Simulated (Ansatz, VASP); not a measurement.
PN in VASP and in Ansatz

```xyz
4
Lattice="-1.3521 6.6362 2.0835 1.3521 -6.6362 2.0835 1.3521 6.6362 -2.0835" Properties=species:S:1:pos:R:3 pbc="T T T"
P     1.3521    2.3662    0.2818
P     0.0000    4.2700    2.3653
N     1.3521    3.8125   -0.8289
N     0.0000    2.8237    1.2547
```

Alike in both runs: functional PBE; k mesh 12 × 12 × 12; occupations gaussian, width 0.02 eV; no spin polarisation.

Ansatz relaxed the structure, and its values are those at the end. VASP's run is a single point on that final structure, the one shown.

|  | VASP | Ansatz |
| --- | --- | --- |
| version | VASP 6.6.1 | Ansatz 0.2.0 |
| potentials or method | VASP PAW PBE potentials, release 64 (P, N), cutoff 600 eV | scalar-relativistic, plane waves, PAW |
| valence electrons in the cell | 20 | 20 |

Ansatz gave:

| Quantity | Value |
| --- | --- |
| gap on the k mesh at the Fermi level (eV) | 1.48 |
| least direct gap on the mesh (eV) | 2.14 |
| pressure (GPa) | 0.0 |
| rms of the force components (eV/Å) | 0.001 |

Task: What did VASP give for the same quantities?

Result: gap on the k mesh at the Fermi level (eV): 1.49; least direct gap on the mesh (eV): 2.16; pressure (GPa): -0.7; rms of the force components (eV/Å): 0.058.

With one functional, cell and mesh, what is left measures potentials, basis and numerics.
